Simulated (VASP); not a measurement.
Input of a VASP 6.6.1 run:

Contents of INCAR:

```
PREC = Accurate
ENCUT = 520
EDIFF = 1E-6
ISMEAR = 0
SIGMA = 0.05
LREAL = False
LASPH = True
NELM = 60
ALGO = Normal
ISIF = 2
LWAVE = False
LCHARG = False
GGA = PE
NBANDS = 16
```

KPOINTS

```
Automatic mesh
0
Gamma
  9 9 6
```

Contents of POSCAR:

```
MgO
1.0
    3.5565000000      0.0000000000      0.0000000000
   -1.7782500000      3.0800193485      0.0000000000
    0.0000000000      0.0000000000      4.2393824570
Mg O
2 2
Direct
    0.6666666667      0.3333333333      0.7500000000
    0.3333333333      0.6666666667      0.2500000000
    0.6666666667      0.3333333333      0.2500000000
    0.3333333333      0.6666666667      0.7500000000
```

Potentials or basis: VASP PAW PBE potentials, release 64 (Mg, O).

Launch:

```console
$ cat potpaw_PBE.64/Mg/POTCAR potpaw_PBE.64/O/POTCAR > POTCAR
$ mpirun -np 1 vasp_std > vasp.out
```

(1) Estimate the pressure.

(2) Predict the band gap on the k mesh.

## Answers

(1) -2.9 GPa.

(2) 3.17 eV, direct.
